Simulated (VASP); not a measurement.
Bi: relaxation of cell and atoms with PBEsol

The system is Bi.

```
Bi
1.0
     6.28638    0.00000    0.00000
     0.00000    6.28638    0.00000
     0.00000    0.00000    6.28638
Bi
8
Direct
  0.50000 0.50000 0.50000
  0.00000 0.00000 0.00000
  0.25000 0.00000 0.50000
  0.50000 0.25000 0.00000
  0.50000 0.75000 0.00000
  0.75000 0.00000 0.50000
  0.00000 0.50000 0.75000
  0.00000 0.50000 0.25000
```

| Item | Value |
| --- | --- |
| Program | VASP 6.6.1 |
| Task | relaxation of cell and atoms |
| Functional | PBEsol |
| Potentials or basis | VASP PAW PBE potentials, release 64 (Bi_d) |
| Cutoff | 600 eV |
| k mesh | 6 × 6 × 6 |
| Occupations | gaussian, width 0.1 eV |
| Spin | no spin polarisation |
| Dipole correction | no |
| Further INCAR settings | ALGO = Fast; EDIFF = 1e-07; IBRION = 2; EDIFFG = -0.01; NSW = 100; ISIF = 3 |

```json
{
 "Relaxed volume": "30.81 Å³/atom",
 "Relaxed cell": "a = 6.270 Å, b = 6.270 Å, c = 6.270 Å, α = 90.00°, β = 90.00°, γ = 90.00°",
 "Space group after relaxing (to 0.1 Å)": "Pm-3n (No. 223)",
 "Energy gained by relaxing": "0.3 meV/atom",
 "Ionic steps": "3",
 "Pressure after relaxing": "0.0 GPa",
 "Band gap on the k mesh": "zero (bands 60 and 61 overlap by 0.54 eV)"
}
```

The path:
| step | energy change (eV) | largest force (eV/Å) | pressure (GPa) | volume (Å³) |
| --- | --- | --- | --- | --- |
| 1 | 0.0000 | 0.0000 | -0.45 | 248.43 |
| 2 | -0.0018 | 0.0000 | 0.27 | 245.34 |
| 3 | -0.0027 | 0.0000 | -0.02 | 246.47 |

Final structure:
```xyz
8
Lattice="6.2698 0.0000 0.0000 0.0000 6.2698 0.0000 0.0000 0.0000 6.2698" Properties=species:S:1:pos:R:3 pbc="T T T"
Bi    3.1349    3.1349    3.1349
Bi    0.0000    0.0000    0.0000
Bi    1.5675    0.0000    3.1349
Bi    3.1349    1.5675    0.0000
Bi    3.1349    4.7024    0.0000
Bi    4.7024    0.0000    3.1349
Bi    0.0000    3.1349    4.7024
Bi    0.0000    3.1349    1.5675
```

Levels at points of the mesh, in eV from the Fermi level:
| k point | band 56 | band 57 | band 58 | band 59 | band 60 | band 61 | band 62 | band 63 | band 64 | band 65 |
| --- | --- | --- | --- | --- | --- | --- | --- | --- | --- | --- |
| (0.00, 0.00, 0.00) | -2.64 | -2.40 | -1.38 | -1.38 | -1.38 | 0.86 | 0.86 | 0.86 | 1.32 | 1.32 |
| (0.50, 0.00, 0.00) | -2.03 | -1.04 | -1.04 | -0.53 | -0.53 | 0.11 | 0.11 | 0.94 | 0.94 | 1.36 |
| (0.50, 0.50, 0.00) | -1.77 | -1.18 | -1.18 | -0.60 | -0.09 | -0.05 | 0.59 | 1.18 | 1.18 | 1.54 |
| (0.50, 0.50, 0.50) | -2.00 | 0.28 | 0.28 | 0.28 | 0.28 | 0.28 | 0.28 | 0.31 | 0.31 | 0.31 |

Run time: 35 min on 1 thread of Oxide Virtual Turin-like Processor (shared host), peak memory 0.51 GiB.

Caveat: the PAW data sets were made with another functional, which shifts forces and pressure a little; spin-orbit coupling is left out, which moves the levels of the heavy elements.
